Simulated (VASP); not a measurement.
# Ga2O3 (C2/m) in VASP: single point with LDA

Aim: the single point of Ga2O3 with LDA.

Everything below comes from runs of VASP 6.6.1. Logs are shortened: lines on timing, memory, paths and dates and some standing lists are left out, and cuts for length are marked.

## 1. The cell of the first run

The structure is monoclinic, space group C2/m (No. 12). The conventional cell has a = 12.135 Å, b = 3.016 Å, c = 5.751 Å, α = 90.00°, β = 103.75°, γ = 90.00°. Within 2.4 Å of Ga (site symmetry m) lie 4 O at 1.82 to 1.85 Å. Within 2.5 Å of Ga (site symmetry m) lie 6 O at 1.92 to 2.05 Å. Within 2.4 Å of O (site symmetry m) lie 3 Ga at 1.82 to 1.93 Å. O (site symmetry m) has 4 Ga at 1.85 to 2.05 Å within 2.5 Å. O (site symmetry m) has 3 Ga at 1.82 to 1.92 Å within 2.4 Å.

## 2. Single point, LDA

INCAR

```
PREC = Accurate
ENCUT = 520
EDIFF = 1E-6
ISMEAR = 0
SIGMA = 0.01
LREAL = F
LASPH = T
NELM = 80
ALGO = Normal
ISIF = 2
LWAVE = F
LCHARG = T
GGA = CA
LELF = T
LVHAR = T
NBANDS = 55
```

KPOINTS

```
Automatic mesh
0
Gamma
  8 8 4
```

POSCAR

```
Ga2O3
1.0
    6.0675165316     -1.5078774835      0.0056410644
    6.0675165316      1.5078774835      0.0056410644
   -1.3718276235      0.0000000000      5.5851780779
Ga O
4 6
Direct
    0.0906893807      0.0906893807      0.7950538339
    0.9093106193      0.9093106193      0.2049461661
    0.6588883908      0.6588883908      0.3143057258
    0.3411116092      0.3411116092      0.6856942742
    0.1656791573      0.1656791573      0.1093445977
    0.8343208427      0.8343208427      0.8906554023
    0.1730814383      0.1730814383      0.5622075432
    0.8269185617      0.8269185617      0.4377924568
    0.4964299407      0.4964299407      0.2557983507
    0.5035700593      0.5035700593      0.7442016493
```

Potentials or basis: VASP PAW LDA potentials, release 64 (Ga_d, O).

Command:

```bash
cat potpaw_LDA.64/Ga_d/POTCAR potpaw_LDA.64/O/POTCAR > POTCAR
mpirun -np 1 vasp_std > vasp.out
```

OUTCAR:

```text
PREC = Accurate
   ENCUT = 520
   EDIFF = 1E-6
   ISMEAR = 0
   LREAL = F
   LASPH = T
   NELM = 80
   ISIF = 2
   GGA = CA

 ion  position               nearest neighbor table
   1  0.091  0.091  0.795-   5 1.82  10 1.82  10 1.82   7 1.85
   2  0.909  0.909  0.205-   6 1.82   9 1.82   9 1.82   8 1.85
   3  0.659  0.659  0.314-   9 1.92   5 1.93   5 1.93   8 1.99   7 2.05   7 2.05
   4  0.341  0.341  0.686-  10 1.92   6 1.93   6 1.93   7 1.99   8 2.05   8 2.05
   5  0.166  0.166  0.109-   1 1.82   3 1.93   3 1.93
   6  0.834  0.834  0.891-   2 1.82   4 1.93   4 1.93
   7  0.173  0.173  0.562-   1 1.85   4 1.99   3 2.05   3 2.05
   8  0.827  0.827  0.438-   2 1.85   3 1.99   4 2.05   4 2.05
   9  0.496  0.496  0.256-   2 1.82   2 1.82   3 1.92
  10  0.504  0.504  0.744-   1 1.82   1 1.82   4 1.92

  LATTYP: Found a base centered monoclinic cell.
 ALAT       =    12.1350383078
 B/A-ratio  =     0.2485163121
 C/A-ratio  =     0.4739321402
 COS(beta)  =    -0.2376265905

  Lattice vectors:

 A1 = (   6.0675165316,  -1.5078774835,   0.0056410644)
 A2 = (   6.0675165316,   1.5078774835,   0.0056410644)
 A3 = (  -1.3718276235,   0.0000000000,   5.5851780779)

Analysis of symmetry for initial positions (statically):
=====================================================================
 Subroutine PRICEL returns:
 Original cell was already a primitive cell.

 Routine SETGRP: Setting up the symmetry group for a
 base centered monoclinic supercell.

 Subroutine GETGRP returns: Found  4 space group operations
 (whereof  4 operations were pure point group operations)
 out of a pool of  4 trial point group operations.

The static configuration has the point symmetry C_2h.

Analysis of symmetry for dynamics (positions and initial velocities):
=====================================================================
 Subroutine PRICEL returns:
 Original cell was already a primitive cell.

 Routine SETGRP: Setting up the symmetry group for a
 base centered monoclinic supercell.

 Subroutine GETGRP returns: Found  4 space group operations
 (whereof  4 operations were pure point group operations)
 out of a pool of  4 trial point group operations.

The dynamic configuration has the point symmetry C_2h.

 Subroutine INISYM returns: Found  4 space group operations
 (whereof  4 operations are pure point group operations),
 and found     1 'primitive' translations

----------------------------------------------------------------------------------------

                                     Primitive cell

  volume of cell :     102.2217

  direct lattice vectors                    reciprocal lattice vectors
     6.067516532 -1.507877483  0.005641064     0.082387225 -0.331591927  0.020235894
     6.067516532  1.507877483  0.005641064     0.082387225  0.331591927  0.020235894
    -1.371827623  0.000000000  5.585178078    -0.000166423  0.000000000  0.179004444

  length of vectors
     6.252078309  6.252078309  5.751184677     0.342272336  0.342272336  0.179004521

  position of ions in fractional coordinates (direct lattice)
     0.090689381  0.090689381  0.795053834
     0.909310619  0.909310619  0.204946166
     0.658888391  0.658888391  0.314305726
     0.341111609  0.341111609  0.685694274
     0.165679157  0.165679157  0.109344598
     0.834320843  0.834320843  0.890655402
     0.173081438  0.173081438  0.562207543
     0.826918562  0.826918562  0.437792457
     0.496429941  0.496429941  0.255798351
     0.503570059  0.503570059  0.744201649

  ion indices of the primitive-cell ions
   primitive index   ion index
                 1           1
                 2           2
                 3           3
                 4           4
                 5           5
                 6           6
                 7           7
                 8           8
                 9           9
                10          10

----------------------------------------------------------------------------------------

 KPOINTS: Automatic mesh

Automatic generation of k-mesh.
 Grid dimensions read from file:
 generate k-points for:    8    8    4

 Generating k-lattice:

  Cartesian coordinates                     Fractional coordinates (reciprocal lattice)
     0.010298403 -0.041448991  0.002529487     0.125000000  0.000000000 -0.000000000
     0.010298403  0.041448991  0.002529487     0.000000000  0.125000000 -0.000000000
    -0.000041606  0.000000000  0.044751111    -0.000000000 -0.000000000  0.250000000

  Length of vectors
     0.042784042  0.042784042  0.044751130

  Shift w.r.t. Gamma in fractional coordinates (k-lattice)
     0.000000000  0.000000000  0.000000000

 Subroutine IBZKPT returns following result:
 ===========================================

 Found     78 irreducible k-points:

 Following reciprocal coordinates:
            Coordinates               Weight
  0.000000  0.000000  0.000000      1.000000
  0.125000 -0.000000  0.000000      4.000000
  0.250000 -0.000000  0.000000      4.000000
  0.375000  0.000000  0.000000      4.000000
  0.500000 -0.000000  0.000000      2.000000
  0.125000  0.125000  0.000000      2.000000
[... 16 lines left out ...]
  0.125000 -0.000000  0.250000      4.000000
  0.250000  0.000000  0.250000      4.000000
 [... further k-points ...]
   k-points           NKPTS =     78   k-points in BZ     NKDIM =     78   number of bands    NBANDS=     55
   number of dos      NEDOS =    301   number of ions     NIONS =     10
   total plane-waves  NPLWV = 110592
   dimension x,y,z NGX =    48 NGY =   48 NGZ =   48
   dimension x,y,z NGXF=    96 NGYF=   96 NGZF=   96
   ions per type =               4   6
   NGX,Y,Z   is equivalent  to a cutoff of  12.76, 12.76, 13.88 a.u.
   NGXF,Y,Z  is equivalent  to a cutoff of  25.53, 25.53, 27.75 a.u.
 SYSTEM =  unknown system
   PREC   = accura    normal or accurate (medium, high low for compatibility)
   ISTART =      0    job   : 0-new  1-cont  2-samecut
   ICHARG =      2    charge: 1-file 2-atom 10-const
   ISPIN  =      1    spin polarized calculation?
   LNONCOLLINEAR =      F non collinear calculations
   LSORBIT =      F    spin-orbit coupling
   LASPH  =      T    aspherical Exc in radial PAW
   ENCUT  =  520.0 eV  38.22 Ry    6.18 a.u.  11.62 11.62 10.69*2*pi/ulx,y,z
   NELM   =     80;   NELMIN=  2; NELMDL= -5     # of ELM steps
   EDIFF  = 0.1E-05   stopping-criterion for ELM
   LREAL  =      F    real-space projection
   EDIFFG = 0.1E-04   stopping-criterion for IOM
   NSW    =      0    number of steps for IOM
   IBRION =     -1    ionic relax: 0-MD 1-quasi-New 2-CG
   NFREE  =      0    steps in history (QN), initial steepest desc. (CG)
   ISIF   =      2    stress and relaxation
   ISYM   =      2    0-nonsym 1-usesym 2-fastsym
   POTIM  = 0.5000    time-step for ionic-motion
   TEBEG  =    0.0;   TEEND  =   0.0 temperature during run
   PSTRESS=    0.0 pullay stress
   NELECT =      88.0000    total number of electrons
   NUPDOWN=      -1.0000    fix difference up-down
   EMIN   =  10.00;   EMAX   =-10.00  energy-range for DOS
   EFERMI =   0.00;   METHOD = LEGACY
   ISMEAR =     0;   SIGMA  =   0.01  broadening in eV -4-tet -1-fermi 0-gaus
   EFERMI_NEDOS =   21; number of points for ismear=-14 and -15
   IALGO  =     38    algorithm
   IMIX   =      4    mixing-type and parameters
     AMIX     =   0.40;   BMIX     =  1.00
     AMIX_MAG =   1.60;   BMIX_MAG =  1.00
  volume/ion in A,a.u.               =      10.22        68.98
  Fermi-wavevector in a.u.,A,eV,Ry     =   1.557356  2.942977 32.999008  2.425359
  Thomas-Fermi vector in A             =   2.661018
   LORBIT       =      0    0 simple, 1 ext, 2 COOP (PROOUT), +10 PAW based schemes
   GGA     = CA    functional components
   LHFCALC =     F    Hartree Fock is set to
   AEXX    =    0.0000 exact exchange contribution
   IVDW    =     0    specifies the selected vdW correction
   LEPSILON=     F    determine dielectric tensor
   LRPA    =     F    only Hartree local field effects (RPA)
 non-spin polarized calculation
 Gauss-broadening in eV      SIGMA  =   0.01
  energy-cutoff  :      520.00
  volume of cell :      102.22
 maximum number of plane-waves:      2774
 NGX is ok and might be reduce to    48
   NGX = 23   NGY = 23   NGZ = 21

 number of electron      88.0000017 magnetization

 Free energy of the ion-electron system (eV)
  ---------------------------------------------------
  ext. energy  EPLUGINS =         0.00000000
  ---------------------------------------------------
  free energy    TOTEN  =       -68.22631633 eV

  energy without entropy =      -68.22631633  energy(sigma->0) =      -68.22631633

 E-fermi :   3.8884     XC(G=0): -12.3375

 val. band max:        3.8428023724   @ k =   0.5000   0.3750   0.5000
 cond. band min:       6.3550029713   @ k =   0.0000   0.0000   0.0000
 fundamental gap:      2.5122005989
 Fermi energy:         3.8883983756

 k-point     1 :       0.0000    0.0000    0.0000
  band No.  band energies     occupation
      1     -15.0722      2.00000
      2     -13.7770      2.00000
      3     -13.7629      2.00000
      4     -13.6602      2.00000
      5     -13.1313      2.00000
      6     -13.1269      2.00000
[... 47 lines left out ...]
     54      16.1145      0.00000
     55      16.4561      0.00000

 k-point     2 :       0.1250   -0.0000    0.0000
  band No.  band energies     occupation
      1     -14.9407      2.00000
      2     -13.7706      2.00000
      3     -13.7246      2.00000
      4     -13.5659      2.00000
      5     -13.1376      2.00000
      6     -13.1284      2.00000
[... 47 lines left out ...]
     54      15.2471      0.00000
     55      15.4185      0.00000

 k-point     3 :       0.2500   -0.0000    0.0000
  band No.  band energies     occupation
      1     -14.5840      2.00000
      2     -13.7171      2.00000
      3     -13.6057      2.00000
      4     -13.4299      2.00000
      5     -13.1459      2.00000
      6     -13.1318      2.00000
[... 1152 lines left out ...]
 k-point    23 :       0.1250   -0.0000    0.2500
  band No.  band energies     occupation
      1     -14.8150      2.00000
      2     -13.9780      2.00000
      3     -13.7539      2.00000
      4     -13.4772      2.00000
      5     -13.2061      2.00000
      6     -13.0783      2.00000
[... 47 lines left out ...]
     54      15.4363      0.00000
     55      15.9236      0.00000

 k-point    24 :       0.2500    0.0000    0.2500
  band No.  band energies     occupation
      1     -14.4666      2.00000
      2     -13.8372      2.00000
      3     -13.6554      2.00000
      4     -13.3854      2.00000
      5     -13.1998      2.00000
      6     -13.0978      2.00000
[... 47 lines left out ...]
     54      14.5594      0.00000
     55      15.9009      0.00000

 [... further k-points ...]

------------------------ aborting loop because EDIFF is reached ----------------------------------------

  FORCE on cell =-STRESS in cart. coord.  units (eV):
  Direction    XX          YY          ZZ          XY          YZ          ZX
  --------------------------------------------------------------------------------------
  -------------------------------------------------------------------------------------
  Total        1.0457873      1.3059400      1.1378505      0.0000000      0.0000000      0.0317871
  in kB       16.3911993     20.4687164     17.8341566      0.0000000      0.0000000      0.4982172
  external PRESSURE =      18.2313574 kB  Pullay stress =       0.0000000 kB

 VOLUME and BASIS-vectors are now :
 -----------------------------------------------------------------------------
  energy-cutoff  :      520.00
  volume of cell :      102.22
      direct lattice vectors                 reciprocal lattice vectors
     6.067516532 -1.507877483  0.005641064     0.082387225 -0.331591927  0.020235894
     6.067516532  1.507877483  0.005641064     0.082387225  0.331591927  0.020235894
    -1.371827623  0.000000000  5.585178078    -0.000166423  0.000000000  0.179004444

 POSITION                                       TOTAL-FORCE (eV/Angst)
 -----------------------------------------------------------------------------------
      0.00984      0.00000      4.44154         0.027634      0.000000     -0.005074
     10.75336      0.00000      1.15492        -0.027634      0.000000      0.005074
      7.56446      0.00000      1.76289        -0.005150      0.000000      0.026900
      3.19875      0.00000      3.83357         0.005150      0.000000     -0.026900
      1.86052      0.00000      0.61258         0.058732      0.000000      0.024079
      8.90269      0.00000      4.98388        -0.058732      0.000000     -0.024079
      1.32910      0.00000      3.14198         0.015089      0.000000     -0.041273
      9.43411      0.00000      2.45448        -0.015089      0.000000      0.041273
      5.67328      0.00000      1.43428         0.062541      0.000000      0.025750
      5.08992      0.00000      4.16218        -0.062541      0.000000     -0.025750
 -----------------------------------------------------------------------------------
    total drift:                                0.000000     -0.000000     -0.000000

  FREE ENERGIE OF THE ION-ELECTRON SYSTEM (eV)
  ---------------------------------------------------
  free  energy   TOTEN  =       -68.2263163349 eV

  energy  without entropy=      -68.2263163349  energy(sigma->0) =      -68.22631633
```

It took 10 min on 1 thread of Intel Xeon Platinum 8375C at 2.90GHz (Ice Lake), shared host; peak memory 0.47 GiB.

What came out:

| Quantity | Value |
| --- | --- |
| Free energy | -68.2263 eV |
| Pressure | 1.8 GPa |
| Largest force | 0.068 eV/Å |
| Band gap on the k mesh | 2.51 eV, indirect (least direct gap 2.53 eV) |

Forces on the atoms (eV/Å):
```
Ga   0.028  0.000 -0.005
Ga  -0.028  0.000  0.005
Ga  -0.005  0.000  0.027
Ga   0.005  0.000 -0.027
O    0.059  0.000  0.024
O   -0.059  0.000 -0.024
O    0.015  0.000 -0.041
O   -0.015  0.000  0.041
O    0.063  0.000  0.026
O   -0.063  0.000 -0.026
```

A k mesh can miss the band edges.
